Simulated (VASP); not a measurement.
BaTiO3, 10 atoms in the cell. The structure is monoclinic, space group Cm (No. 8). The conventional cell has a = 5.660 Å, b = 5.653 Å, c = 3.985 Å, α = 90.00°, β = 90.03°, γ = 90.00°. Within 3.7 Å of Ba (site symmetry m) lie 12 O at 2.79 to 2.87 Å and 8 Ti at 3.43 to 3.50 Å. Within 2.6 Å of Ti (site symmetry m) lie 6 O at 1.93 to 2.07 Å. Within 2.6 Å of O (site symmetry m) lie 2 Ti at 1.98 to 2.01 Å. Within 2.6 Å of O (site symmetry 1) lie 2 Ti at 1.93 to 2.07 Å. 

| Quantity | Value |
| --- | --- |
| Program | VASP 6.6.1 |
| Task | single point |
| Functional | PBE |
| Potentials or basis | VASP PAW PBE potentials, release 64 (Ba_sv, Ti_sv, O) |
| Cutoff | 520 eV |
| k mesh | 3 × 3 × 5 |
| Occupations | fermi-dirac, width 0.1 eV |
| Spin | collinear spin, zero start |
| Starting moments | [0.0, 0.0, 0.0, 0.0, 0.0, 0.0, 0.0, 0.0, 0.0, 0.0] μB |
| Hubbard terms | Ti d U = 3.78 eV |
| Dipole correction | no |
| Further INCAR settings | ALGO = Normal; EDIFF = 1e-07; NBANDS = 55 |

Potentials or basis: VASP PAW PBE potentials, release 64 (Ba_sv, Ti_sv, O).

Command:

```console
$ cat potpaw_PBE.64/Ba_sv/POTCAR potpaw_PBE.64/Ti_sv/POTCAR potpaw_PBE.64/O/POTCAR > POTCAR
$ mpirun -np 1 vasp_std > vasp.out
```

Hardware: 1 thread of Intel(R) Xeon(R) Platinum 8259CL CPU @ 2.50GHz (Skylake/Cascade Lake), with other jobs on the host.

Estimate the wall time of this run.

Wall time 5.5 min on 1 thread of Intel(R) Xeon(R) Platinum 8259CL CPU @ 2.50GHz (Skylake/Cascade Lake), with other jobs on the host, peak memory 0.36 GiB. Counts: scf iterations 18, k points 16.
